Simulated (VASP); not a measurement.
Write the native input for VASP 6.6.1 that does the following.

```yaml
Task: single point
Functional: PBE
Potentials_or_basis: VASP PAW PBE potentials, release 64 (C)
Cutoff: 520 eV
k_mesh: 21 × 21 × 6
Occupations: gaussian, width 0.1 eV
Spin: no spin polarisation
Dipole_correction: no
Further_INCAR_settings: ALGO = Normal; EDIFF = 1e-06; NBANDS = 16
```

The structure of C lies in POSCAR:

```
C
1.0
    2.4665105893      0.0000000000      0.0000000000
   -1.2332552946      2.1360608291      0.0000000000
    0.0000000000      0.0000000000      8.5290660844
C
4
Direct
    0.0000000000      0.0000000000      0.0025000000
    0.0000000000      0.0000000000      0.5025000000
    0.3333333333      0.6666666667      0.0025000000
    0.6666666667      0.3333333333      0.5025000000
```

These files were run (other wordings do the same):

INCAR

```
PREC = Accurate
ENCUT = 520
EDIFF = 1E-6
ISMEAR = 0
SIGMA = 0.1
LREAL = F
LASPH = T
NELM = 100
ALGO = Normal
ISIF = 2
LWAVE = F
LCHARG = F
GGA = PE
NBANDS = 16
```

KPOINTS

```
regular mesh
0
Gamma
  21 21 6
```

Potentials or basis: VASP PAW PBE potentials, release 64 (C).

The run is started by

```console
$ cat potpaw_PBE.64/C/POTCAR > POTCAR
$ mpirun -np 1 vasp_std > vasp.out
```

It gave:

* Pressure: 0.4 GPa
* Band gap on the k mesh: zero (filled and empty bands touch)

Caveat: this functional lacks dispersion, which binds layers or chains, so the pressure and a relaxed spacing across them are unreliable.

Run time: 74 s on 1 thread of Intel(R) Xeon(R) Platinum 8488C (Sapphire Rapids), with other jobs on the host, peak memory 0.21 GiB.
